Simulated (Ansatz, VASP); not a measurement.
## One calculation of HfB2, two programs

```
Hf B
1.0
     3.14000    0.04710    0.04710
    -1.52921    2.69577    0.01724
     0.05220    0.05220    3.48000
Hf B
1 2
Direct
  0.00000 0.00000 0.00000
  0.33333 0.66667 0.50000
  0.66667 0.33333 0.50000
```

Change from the starting cell: equal xy, yz and zx shear strains of +3 %.

Alike in both runs: task single point; functional PBEsol; k mesh 13 × 13 × 11; occupations fermi-dirac, width 0.05 eV; no spin polarisation.

|  | VASP | Ansatz |
| --- | --- | --- |
| version | VASP 6.6.1 | Ansatz 0.2.0 |
| potentials or method | VASP PAW PBE potentials, release 64 (Hf_pv, B), cutoff 520 eV | all-electron LAPW, scalar-relativistic |

|  | VASP | Ansatz | Ansatz less VASP |
| --- | --- | --- | --- |
| pressure (GPa) | -3.7 | -3.5 | +0.15 |
| traceless stress, the component that is largest in VASP (GPa) | -7.84 | -7.79 | +0.051 |
| rms of the force components (eV/Å) | 0.011 | 0.012 | +0.0007 |

VASP's potentials were made for PBE, not for PBEsol. Atom by atom the forces differ by 0.001 eV/Å (rms over components). Ansatz ran all-electron here, and VASP with PAW potentials.

Neither program's run includes spin-orbit coupling.
